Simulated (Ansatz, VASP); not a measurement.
## One calculation of La2O3, two programs

The input INCAR:

```
SYSTEM = La2O3
PREC = Accurate
ENCUT = 520
EDIFF = 1E-6
ISMEAR = 1
SIGMA = 0.1
LREAL = .False.
LASPH = .True.
NELM = 80
ALGO = Normal
ISIF = 2
LWAVE = .False.
LCHARG = .False.
GGA = PE
NBANDS = 28
```

File KPOINTS:

```
regular mesh
0
Gamma
  4 4 2
  0 0 0
```

Contents of POSCAR:

```
La2O3
1.0
    3.8481300000      0.0294100000      0.0399400000
   -1.8986000000      3.4200300000     -0.0170600000
    0.0621000000      0.0052300000      5.8891900000
La O
2 3
Direct
    0.6651900000      0.3153500000      0.7641500000
    0.3087217233      0.6532542002      0.2508006541
    0.6331900000      0.3325100000      0.3454700000
    0.3551100000      0.6860800000      0.6438400000
    0.0044200000      0.0167600000      0.9826100000
```

Input for Ansatz:

```yaml
crystal:
  lattice:
    - [3.84813, 0.02941, 0.03994]
    - [-1.8986, 3.42003, -0.01706]
    - [0.0621, 0.00523, 5.88919]
  atoms:
    - { symbol: La, position: [0.66519, 0.31535, 0.76415] }
    - { symbol: La, position: [0.3087217233121327, 0.653254200225299, 0.2508006540843065] }
    - { symbol: O, position: [0.63319, 0.33251, 0.34547] }
    - { symbol: O, position: [0.35511, 0.68608, 0.64384] }
    - { symbol: O, position: [0.00442, 0.01676, 0.98261] }
basis:
  ecutwfc: 540.0
  xc_grid: 2
kpoints:
  mp_grid:
    grid: [4, 4, 2]
hamiltonian:
  xc: pbe
scf:
  convergence:
    dr2_threshold: 1.0e-09
  occupations:
    method: cold
output:
  forces: true
  stress: true
```

Alike in both runs: task single point; functional PBE; k mesh 4 × 4 × 2; no spin polarisation.

|  | VASP | Ansatz |
| --- | --- | --- |
| version | VASP 6.6.1 | Ansatz 0.2.0 |
| potentials or method | VASP PAW PBE potentials, release 64 (La, O), cutoff 520 eV | plane waves, PAW |
| occupations | methfessel-paxton of order 1, width 0.1 eV | cold |
| valence electrons in the cell | 40 | 40 |

Ansatz gave:

```
pressure (GPa)                                                : 9.2
traceless stress, the component that is largest in VASP (GPa) : -2.37
rms of the force components (eV/Å)                            : 0.429
```

Question: Which values does VASP return?

Answer: Pressure (GPa): 8.9; traceless stress, the component that is largest in VASP (GPa): -2.37; rms of the force components (eV/Å): 0.428.

Atom by atom the forces differ by 0.007 eV/Å (rms over components). Ansatz's warnings: stress scf threshold loose.

The k mesh is coarse, so the values compare programs but aren't converged. Neither program's run includes spin-orbit coupling.
